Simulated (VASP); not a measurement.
A run of VASP 6.6.1 is set up as follows.

Contents of INCAR:

```
SYSTEM = Ti
PREC = Accurate ; ENCUT = 600
EDIFF = 1E-7 ; ISMEAR = -1
SIGMA = 0.15 ; LREAL = .FALSE.
LASPH = .TRUE. ; NELM = 60
ALGO = Fast ; ISIF = 4
LWAVE = .FALSE. ; LCHARG = .FALSE.
GGA = PS ; IBRION = 2
NSW = 80 ; EDIFFG = -0.001
```

Contents of KPOINTS:

```
regular mesh
0
G
  12 12 14
  0 0 0
```

The input POSCAR:

```
Ti
1.0
    4.5534720692      0.0000000000      0.0000000000
   -2.2767360346      3.9434224874      0.0000000000
    0.0000000000      0.0000000000      2.8152336143
Ti
3
Direct
    0.0000000000      0.0000000000      0.0000000000
    0.3333333333      0.6666666667      0.5000000000
    0.6666666667      0.3333333333      0.5000000000
```

Potentials or basis: VASP PAW PBE potentials, release 64 (Ti_sv).

Launch:

```sh
$ cat potpaw_PBE.64/Ti_sv/POTCAR > POTCAR
$ mpirun -np 1 vasp_std > vasp.out
```

Question: Predict the band gap on the k mesh.

Answer: Zero (bands 18 and 19 overlap by 0.29 eV).

Final structure:
```
Ti
1.0
     4.55452    0.00000    0.00000
    -2.27726    3.94433    0.00000
     0.00000    0.00000    2.81394
Ti
3
Cartesian
  0.0000 0.0000 0.0000
  0.0000 2.6296 1.4070
  2.2773 1.3148 1.4070
```
